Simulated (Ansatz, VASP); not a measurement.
One calculation of LiNbO3, two programs

```
Nb O Li
1.0
     2.60743    1.50540    4.68253
    -2.60743    1.50540    4.68253
     0.00000   -3.01080    4.68253
Nb O Li
2 6 2
Direct
  0.00006 0.00006 0.00006
  0.50006 0.50006 0.50006
  0.11165 0.35879 0.72087
  0.72087 0.11165 0.35879
  0.35879 0.72087 0.11165
  0.22087 0.85879 0.61165
  0.85879 0.61165 0.22087
  0.61165 0.22087 0.85879
  0.28030 0.28030 0.28030
  0.78030 0.78030 0.78030
```

Alike in both runs: task single point; functional r2SCAN; k mesh 6 × 6 × 6; occupations methfessel-paxton of order 1, width 0.0136 eV; no spin polarisation.

|  | VASP | Ansatz |
| --- | --- | --- |
| version | VASP 6.6.1 | Ansatz 0.2.0 |
| potentials or method | VASP PAW PBE potentials, release 64 (Nb_sv, O, Li_sv), cutoff 520 eV | PAW plane waves |
| valence electrons in the cell | 68 | 68 |

```tsv
	VASP	Ansatz	Ansatz less VASP
gap on the k mesh at the Fermi level (eV)	3.82	3.83	+0.011
rms of the force components (eV/Å)	0.189	0.199	+0.0103
```

VASP's potentials were made for PBE, not for r2SCAN. Atom by atom the forces differ by 0.011 eV/Å (rms over components). Ansatz's warnings: structure snapped to symmetry.

Noted on VASP's run: the cutoff is under 1.25 times that of the potentials, so the pressure is a little rough.
